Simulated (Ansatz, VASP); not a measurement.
**MoS2: VASP beside Ansatz**

```xyz
6
Lattice="3.1819 0.0000 0.0000 -1.5910 2.7556 0.0000 0.0000 0.0000 12.3764" Properties=species:S:1:pos:R:3 pbc="T T T"
Mo    0.0000    1.8371    3.0941
Mo    1.5910    0.9185    9.2823
S     0.0000    1.8371    7.7662
S     1.5910    0.9185    1.5780
S     0.0000    1.8371   10.7984
S     1.5910    0.9185    4.6102
```

Change from the starting cell: volume scaled by 1.02, crystal datasets.

Alike in both runs: task electric field gradients; functional PBE; k mesh 10 × 10 × 3; occupations fermi-dirac, width 0.03 eV; no spin polarisation.

|  | VASP | Ansatz |
| --- | --- | --- |
| version | VASP 6.6.1 | Ansatz 0.2.0 |
| potentials or method | VASP PAW PBE potentials, release 64 (Mo_sv, S), cutoff 520 eV | all-electron PAW with datasets made for the crystal, scalar-relativistic |

```tsv
	VASP	Ansatz	Ansatz less VASP
pressure (GPa)	5.4	5.6	+0.17
traceless stress, the component that is largest in VASP (GPa)	4.10	4.14	+0.041
rms of the force components (eV/Å)	0.395	0.403	+0.0081
size of Vzz on the site where it differs most (V/Å²)	91.1	88.8	-2.31
```

Atom by atom the forces differ by 0.008 eV/Å (rms over components). Ansatz ran all-electron here, and VASP with PAW potentials.
